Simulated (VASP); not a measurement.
NiO: electric field gradients with PBE

The system is NiO.

```
CELL_PARAMETERS angstrom
0.00000 2.09131 2.13314
2.09131 0.00000 2.13314
2.09131 2.09131 0.00000
ATOMIC_POSITIONS crystal
Ni 0.00000 0.00000 0.00000
O 0.50000 0.50000 0.50000
```

This cell differs from its parent crystal: zz strain of +2 %.

```
Program                : VASP 6.6.1
Task                   : electric field gradients
Functional             : PBE
Potentials or basis    : VASP PAW PBE potentials, release 64 (Ni, O)
Cutoff                 : 520 eV
k mesh                 : 17 × 17 × 17
Occupations            : fermi-dirac, width 0.03 eV
Spin                   : collinear spin, ferromagnetic start
Starting moments       : [1.5, 0.0] μB
Dipole correction      : no
Further INCAR settings : ALGO = Normal; EDIFF = 1e-08; NBANDS = 19
```

```
Pressure                                              : 0.4 GPa
Net moment                                            : 1.76 μB per cell
Site moments                                          : Ni +1.45; O +0.27 μB
Valence electrons inside the program's atomic spheres : Ni 8.94; O 4.97
```

Stress tensor (GPa, compression positive):
```
 0.92  0.00  0.00
 0.00  0.92  0.00
 0.00  0.00 -0.54
```

Levels at points of the mesh, in eV from the Fermi level:
Spin up:
| k point | band 6 | band 7 | band 8 | band 9 | band 10 | band 11 | band 12 | band 13 |
| --- | --- | --- | --- | --- | --- | --- | --- | --- |
| (0.00, 0.00, 0.00) | -2.85 | -2.66 | -2.58 | -2.58 | 1.41 | 17.78 | 18.71 | 18.76 |
Spin down:
| k point | band 5 | band 6 | band 7 | band 8 | band 9 | band 10 |
| --- | --- | --- | --- | --- | --- | --- |
| (0.00, 0.00, 0.00) | -1.85 | -1.76 | -1.76 | -0.57 | -0.55 | 1.76 |

Electric field gradients, principal values (V/Å²):
| atom | least | middle | greatest (by size) |
| --- | --- | --- | --- |
| 1 Ni | -0.805 | -0.812 | 1.616 |
| 2 O | 2.305 | 2.310 | -4.615 |

Wall time 5.5 min on 1 thread of Intel(R) Xeon(R) Platinum 8259CL CPU @ 2.50GHz (Skylake/Cascade Lake) (shared host), peak memory 0.33 GiB.

Caveat: the cell differs from its parent crystal (zz strain of +2 %); without QUAD_EFG the Cq values of the log hold for a quadrupole moment of 1 mb, not for the nuclei; a cell with one magnetic atom can't hold antiferromagnetic order, which such compounds often take; semilocal functionals often make such compounds metallic where correlation or magnetic order opens a gap, which also shifts bond lengths.
